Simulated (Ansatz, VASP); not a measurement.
One calculation of Ga, two programs

```
Ga
1.0
    -1.70859    1.70859    1.70859
     1.70859   -1.70859    1.70859
     1.70859    1.70859   -1.70859
Ga
1
Direct
  0.00000 0.00000 0.00000
```

Alike in both runs: task single point; functional PBE; k mesh 21 × 21 × 21; occupations fermi-dirac, width 0.1 eV; no spin polarisation.

|  | VASP | Ansatz |
| --- | --- | --- |
| version | VASP 6.6.1 | Ansatz 0.2.0 |
| potentials or method | VASP PAW PBE potentials, release 64 (Ga_d), cutoff 520 eV | plane waves (420 eV) with PAW, scalar-relativistic |
| valence electrons in the cell | 13 | 13 |

|  | VASP | Ansatz | Ansatz less VASP |
| --- | --- | --- | --- |
| pressure (GPa) | -1.6 | -1.7 | -0.05 |
